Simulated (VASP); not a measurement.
# RuRh2 (I4/mmm) in VASP: single point with PBE

Aim: the single point of RuRh2 with PBE.

Program: VASP 6.6.1. These are calculated values, not measurements. Logs are shortened: lines on timing, memory, paths and dates and some standing lists are left out, and cuts for length are marked.

### 1 The cell of the first run

Symmetry: I4/mmm, No. 139, tetragonal system. Conventional cell: a = 3.787 Å, b = 3.787 Å, c = 6.931 Å, α = 90.00°, β = 90.00°, γ = 90.00°. Ru (site symmetry 4/mmm) has 8 Rh at 2.57 Å within 3.4 Å. Rh (site symmetry -4m2) has 4 Ru at 2.57 Å and 6 Rh at 2.68 to 3.47 Å within 3.5 Å.

### 2 Single point, PBE

Input file INCAR:

```
PREC = Accurate ; ENCUT = 520
EDIFF = 1E-6 ; ISMEAR = 0
SIGMA = 0.1 ; LREAL = F
LASPH = T ; NELM = 100
ALGO = Fast ; ISIF = 2
LWAVE = F ; LCHARG = F
GGA = PE ; NBANDS = 29
```

Input file KPOINTS:

```
regular mesh
0
Gamma
  16 16 16
```

Input file POSCAR:

```
RuRh2
1.0
   -1.8933039427      1.8933039427      3.4653493191
    1.8933039427     -1.8933039427      3.4653493191
    1.8933039427      1.8933039427     -3.4653493191
Ru Rh
1 2
Direct
    0.0000000000      0.0000000000      0.0000000000
    0.7500000000      0.2500000000      0.5000000000
    0.2500000000      0.7500000000      0.5000000000
```

Potentials or basis: VASP PAW PBE potentials, release 64 (Ru_pv, Rh_pv).

Launch:

```bash
cat potpaw_PBE.64/Ru_pv/POTCAR potpaw_PBE.64/Rh_pv/POTCAR > POTCAR
mpirun -np 1 vasp_std > vasp.out
```

OUTCAR:

```text
PREC = Accurate
   ENCUT = 520
   EDIFF = 1E-6
   ISMEAR = 0
   LREAL = F
   LASPH = T
   NELM = 100
   ISIF = 2
   GGA = PE

 ion  position               nearest neighbor table
   1  0.000  0.000  0.000-   2 2.57   3 2.57   2 2.57   3 2.57   2 2.57   3 2.57   2 2.57   3 2.57

   2  0.750  0.250  0.500-   1 2.57   1 2.57   1 2.57   1 2.57   3 2.68   3 2.68   3 2.68   3 2.68

   3  0.250  0.750  0.500-   1 2.57   1 2.57   1 2.57   1 2.57   2 2.68   2 2.68   2 2.68   2 2.68

  LATTYP: Found a body centered tetragonal cell.
 ALAT       =     3.7866078854
 C/A-ratio  =     1.8303185458

  Lattice vectors:

 A1 = (  -1.8933039427,   1.8933039427,   3.4653493191)
 A2 = (   1.8933039427,  -1.8933039427,   3.4653493191)
 A3 = (   1.8933039427,   1.8933039427,  -3.4653493191)

Analysis of symmetry for initial positions (statically):
=====================================================================
 Subroutine PRICEL returns:
 Original cell was already a primitive cell.

 Routine SETGRP: Setting up the symmetry group for a
 body centered tetragonal supercell.

 Subroutine GETGRP returns: Found 16 space group operations
 (whereof 16 operations were pure point group operations)
 out of a pool of 16 trial point group operations.

The static configuration has the point symmetry D_4h.

Analysis of symmetry for dynamics (positions and initial velocities):
=====================================================================
 Subroutine PRICEL returns:
 Original cell was already a primitive cell.

 Routine SETGRP: Setting up the symmetry group for a
 body centered tetragonal supercell.

 Subroutine GETGRP returns: Found 16 space group operations
 (whereof 16 operations were pure point group operations)
 out of a pool of 16 trial point group operations.

The dynamic configuration has the point symmetry D_4h.

 Subroutine INISYM returns: Found 16 space group operations
 (whereof 16 operations are pure point group operations),
 and found     1 'primitive' translations

----------------------------------------------------------------------------------------

                                     Primitive cell

  volume of cell :      49.6876

  direct lattice vectors                    reciprocal lattice vectors
    -1.893303943  1.893303943  3.465349319     0.000000000  0.264088607  0.144285598
     1.893303943 -1.893303943  3.465349319     0.264088607  0.000000000  0.144285598
     1.893303943  1.893303943 -3.465349319     0.264088607  0.264088607  0.000000000

  length of vectors
     4.379251710  4.379251710  4.379251710     0.300933757  0.300933757  0.373477689

  position of ions in fractional coordinates (direct lattice)
     0.000000000  0.000000000  0.000000000
     0.750000000  0.250000000  0.500000000
     0.250000000  0.750000000  0.500000000

  ion indices of the primitive-cell ions
   primitive index   ion index
                 1           1
                 2           2
                 3           3

----------------------------------------------------------------------------------------

 KPOINTS: regular mesh

Automatic generation of k-mesh.
 Grid dimensions read from file:
 generate k-points for:   16   16   16

 Generating k-lattice:

  Cartesian coordinates                     Fractional coordinates (reciprocal lattice)
     0.000000000  0.016505538  0.009017850     0.062500000  0.000000000 -0.000000000
     0.016505538  0.000000000  0.009017850     0.000000000  0.062500000 -0.000000000
     0.016505538  0.016505538  0.000000000     0.000000000  0.000000000  0.062500000

  Length of vectors
     0.018808360  0.018808360  0.023342356

  Shift w.r.t. Gamma in fractional coordinates (k-lattice)
     0.000000000  0.000000000  0.000000000

 Subroutine IBZKPT returns following result:
 ===========================================

 Found    349 irreducible k-points:

 Following reciprocal coordinates:
            Coordinates               Weight
  0.000000  0.000000  0.000000      1.000000
  0.062500  0.000000 -0.000000      8.000000
  0.125000  0.000000 -0.000000      8.000000
  0.187500  0.000000  0.000000      8.000000
  0.250000  0.000000 -0.000000      8.000000
  0.312500  0.000000 -0.000000      8.000000
[... 16 lines left out ...]
 -0.125000  0.062500  0.000000     16.000000
 -0.062500  0.062500  0.000000      4.000000
 [... further k-points ...]
   k-points           NKPTS =    349   k-points in BZ     NKDIM =    349   number of bands    NBANDS=     29
   number of dos      NEDOS =    301   number of ions     NIONS =      3
   total plane-waves  NPLWV =  46656
   dimension x,y,z NGX =    36 NGY =   36 NGZ =   36
   dimension x,y,z NGXF=    72 NGYF=   72 NGZF=   72
   ions per type =               1   2
   NGX,Y,Z   is equivalent  to a cutoff of  13.67, 13.67, 13.67 a.u.
   NGXF,Y,Z  is equivalent  to a cutoff of  27.33, 27.33, 27.33 a.u.
 SYSTEM =  unknown system
   PREC   = accura    normal or accurate (medium, high low for compatibility)
   ISTART =      0    job   : 0-new  1-cont  2-samecut
   ICHARG =      2    charge: 1-file 2-atom 10-const
   ISPIN  =      1    spin polarized calculation?
   LNONCOLLINEAR =      F non collinear calculations
   LSORBIT =      F    spin-orbit coupling
   LASPH  =      T    aspherical Exc in radial PAW
   ENCUT  =  520.0 eV  38.22 Ry    6.18 a.u.   8.14  8.14  8.14*2*pi/ulx,y,z
   NELM   =    100;   NELMIN=  2; NELMDL= -5     # of ELM steps
   EDIFF  = 0.1E-05   stopping-criterion for ELM
   LREAL  =      F    real-space projection
   EDIFFG = 0.1E-04   stopping-criterion for IOM
   NSW    =      0    number of steps for IOM
   IBRION =     -1    ionic relax: 0-MD 1-quasi-New 2-CG
   NFREE  =      0    steps in history (QN), initial steepest desc. (CG)
   ISIF   =      2    stress and relaxation
   ISYM   =      2    0-nonsym 1-usesym 2-fastsym
   POTIM  = 0.5000    time-step for ionic-motion
   TEBEG  =    0.0;   TEEND  =   0.0 temperature during run
   PSTRESS=    0.0 pullay stress
   NELECT =      44.0000    total number of electrons
   NUPDOWN=      -1.0000    fix difference up-down
   EMIN   =  10.00;   EMAX   =-10.00  energy-range for DOS
   EFERMI =   0.00;   METHOD = LEGACY
   ISMEAR =     0;   SIGMA  =   0.10  broadening in eV -4-tet -1-fermi 0-gaus
   EFERMI_NEDOS =   21; number of points for ismear=-14 and -15
   IALGO  =     68    algorithm
   IMIX   =      4    mixing-type and parameters
     AMIX     =   0.40;   BMIX     =  1.00
     AMIX_MAG =   1.60;   BMIX_MAG =  1.00
  volume/ion in A,a.u.               =      16.56       111.77
  Fermi-wavevector in a.u.,A,eV,Ry     =   1.572087  2.970813 33.626208  2.471457
  Thomas-Fermi vector in A             =   2.673574
   LORBIT       =      0    0 simple, 1 ext, 2 COOP (PROOUT), +10 PAW based schemes
   GGA     = PE    functional components
   LHFCALC =     F    Hartree Fock is set to
   AEXX    =    0.0000 exact exchange contribution
   IVDW    =     0    specifies the selected vdW correction
   LEPSILON=     F    determine dielectric tensor
   LRPA    =     F    only Hartree local field effects (RPA)
 non-spin polarized calculation
 RMM-DIIS sequential band-by-band and
 Gauss-broadening in eV      SIGMA  =   0.10
  energy-cutoff  :      520.00
  volume of cell :       49.69
 maximum number of plane-waves:      1364
 NGX is ok and might be reduce to    36
   NGX = 17   NGY = 17   NGZ = 17

 number of electron      43.9999998 magnetization

 Free energy of the ion-electron system (eV)
  ---------------------------------------------------
  ext. energy  EPLUGINS =         0.00000000
  ---------------------------------------------------
  free energy    TOTEN  =       -21.93517801 eV

  energy without entropy =      -21.90391249  energy(sigma->0) =      -21.91954525

 E-fermi :   9.1744     XC(G=0): -12.6425

 val. band max:        9.1741563312   @ k =   0.1875   0.1875   0.1250
 cond. band min:       9.1748128697   @ k =  -0.0625   0.0625   0.0625
 fundamental gap:      0.0006565385
 Fermi energy:         9.1744387069

 k-point     1 :       0.0000    0.0000    0.0000
  band No.  band energies     occupation
      1     -37.4324      2.00000
      2     -37.4324      2.00000
      3     -37.2758      2.00000
      4     -37.1756      2.00000
      5     -37.0789      2.00000
      6     -37.0789      2.00000
[... 21 lines left out ...]
     28      19.3362      0.00000
     29      20.1493      0.00000

 k-point     2 :       0.0625    0.0000   -0.0000
  band No.  band energies     occupation
      1     -37.4303      2.00000
      2     -37.4292      2.00000
      3     -37.2740      2.00000
      4     -37.1769      2.00000
      5     -37.0824      2.00000
      6     -37.0821      2.00000
[... 21 lines left out ...]
     28      19.3348      0.00000
     29      19.8842      0.00000

 k-point     3 :       0.1250    0.0000   -0.0000
  band No.  band energies     occupation
      1     -37.4236      2.00000
      2     -37.4196      2.00000
      3     -37.2688      2.00000
      4     -37.1806      2.00000
      5     -37.0929      2.00000
      6     -37.0917      2.00000
[... 21 lines left out ...]
     28      19.3022      0.00000
     29      19.3430      0.00000

 k-point     4 :       0.1875    0.0000    0.0000
  band No.  band energies     occupation
      1     -37.4118      2.00000
      2     -37.4040      2.00000
      3     -37.2613      2.00000
      4     -37.1860      2.00000
      5     -37.1099      2.00000
      6     -37.1078      2.00000
[... 597 lines left out ...]
     28      18.4607      0.00000
     29      19.2766      0.00000

 k-point    23 :      -0.1250    0.0625    0.0000
  band No.  band energies     occupation
      1     -37.4365      2.00000
      2     -37.4004      2.00000
      3     -37.2675      2.00000
      4     -37.1828      2.00000
      5     -37.1128      2.00000
      6     -37.0787      2.00000
[... 21 lines left out ...]
     28      19.0171      0.00000
     29      19.2377      0.00000

 k-point    24 :      -0.0625    0.0625    0.0000
  band No.  band energies     occupation
      1     -37.4359      2.00000
      2     -37.4175      2.00000
      3     -37.2725      2.00000
      4     -37.1786      2.00000
      5     -37.0944      2.00000
      6     -37.0771      2.00000
[... 21 lines left out ...]
     28      19.1247      0.00000
     29      19.7624      0.00000

 [... further k-points ...]

------------------------ aborting loop because EDIFF is reached ----------------------------------------

  FORCE on cell =-STRESS in cart. coord.  units (eV):
  Direction    XX          YY          ZZ          XY          YZ          ZX
  --------------------------------------------------------------------------------------
  -------------------------------------------------------------------------------------
  Total       -0.0037114     -0.0037114     -0.0003712      0.0000000      0.0000000     -0.0000000
  in kB       -0.1196732     -0.1196732     -0.0119705      0.0000000      0.0000000     -0.0000000
  external PRESSURE =      -0.0837723 kB  Pullay stress =       0.0000000 kB

 VOLUME and BASIS-vectors are now :
 -----------------------------------------------------------------------------
  energy-cutoff  :      520.00
  volume of cell :       49.69
      direct lattice vectors                 reciprocal lattice vectors
    -1.893303943  1.893303943  3.465349319     0.000000000  0.264088607  0.144285598
     1.893303943 -1.893303943  3.465349319     0.264088607  0.000000000  0.144285598
     1.893303943  1.893303943 -3.465349319     0.264088607  0.264088607  0.000000000

 POSITION                                       TOTAL-FORCE (eV/Angst)
 -----------------------------------------------------------------------------------
      0.00000      0.00000      0.00000        -0.000000      0.000000     -0.000000
      0.00000      1.89330      1.73267         0.000000     -0.000000      0.000000
      1.89330      0.00000      1.73267        -0.000000      0.000000     -0.000000
 -----------------------------------------------------------------------------------
    total drift:                               -0.000000      0.000000     -0.000000

  FREE ENERGIE OF THE ION-ELECTRON SYSTEM (eV)
  ---------------------------------------------------
  free  energy   TOTEN  =       -21.9351780079 eV

  energy  without entropy=      -21.9039124897  energy(sigma->0) =      -21.91954525
```

Run time: 10 min. Hardware: 1 thread of Intel Xeon Platinum 8259CL at 2.50GHz (Skylake/Cascade Lake), shared host; peak memory 0.55 GiB.

Results:

| Item | Value |
| --- | --- |
| Free energy | -21.9352 eV |
| Pressure | 0.0 GPa |
| Band gap on the k mesh | zero (bands 22 and 23 overlap by 1.45 eV) |
